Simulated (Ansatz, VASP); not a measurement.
# One calculation of Os, two programs

INCAR

```
SYSTEM = Os
ALGO     = Normal         ! electronic algorithm
EDIFF    = 1E-6           ! SCF threshold, eV
ENCUT    = 560            ! plane-wave cutoff, eV
GGA      = PE             ! functional
GGA_COMPAT= .FALSE.      
ISIF     = 2              ! what is computed and relaxed
ISMEAR   = -1             ! smearing method
LASPH    = .TRUE.         ! aspherical terms in the spheres
LCHARG   = .FALSE.        ! write CHGCAR
LREAL    = .FALSE.        ! projectors in reciprocal space
LWAVE    = .FALSE.        ! write WAVECAR
NBANDS   = 23             ! bands
NELM     = 120            ! most SCF steps
PREC     = Accurate       ! precision mode
SIGMA    = 0.1            ! smearing width, eV
```

Contents of KPOINTS:

```
k-points
0
G
  11 11 11
  0 0 0
```

Contents of POSCAR:

```
Os
1.0
    0.0000000000      2.7782605058      2.7782605058
    2.7782605058      0.0000000000      2.7782605058
    2.7782605058      2.7782605058      0.0000000000
Os
2
Direct
    0.1250000000      0.1250000000      0.1250000000
    0.8750000000      0.8750000000      0.8750000000
```

Input for Ansatz:

```yaml
crystal:
  lattice:
    - [0.0, 2.7782605058, 2.7782605058]
    - [2.7782605058, 0.0, 2.7782605058]
    - [2.7782605058, 2.7782605058, 0.0]
  atoms:
    - { symbol: Os, position: [0.125, 0.125, 0.125] }
    - { symbol: Os, position: [0.875, 0.875, 0.875] }
hamiltonian:
  xc: pbe
  pseudopotentials:
    kind: paw
    azcp:
      Os: "pseudopotentials/Os.paw.azcp"
basis:
  ecutwfc: 420
  fft_grid_basis: typed
kpoints:
  mp_grid: { grid: [11, 11, 11], shift: [0, 0, 0] }
magnetization:
  spin_polarized: false
scf:
  occupations: { method: fermi_dirac, width: 0.1 }
  lower_state_search: "off"
output:
  stress: true
```

Alike in both runs: task single point; functional PBE; k mesh 11 × 11 × 11; occupations fermi-dirac, width 0.1 eV; no spin polarisation.

|  | VASP | Ansatz |
| --- | --- | --- |
| version | VASP 6.6.1 | Ansatz 0.2.0 |
| potentials or method | VASP PAW PBE potentials, release 64 (Os_sv_GW), cutoff 560 eV | plane waves (420 eV) with PAW, scalar-relativistic |
| valence electrons in the cell | 32 | 32 |

|  | VASP | Ansatz | Ansatz less VASP |
| --- | --- | --- | --- |
| pressure (GPa) | -0.7 | 0.0 | +0.76 |

The functional is the same, so the differences come from potentials, cutoffs and numerics.

Neither program's run includes spin-orbit coupling.
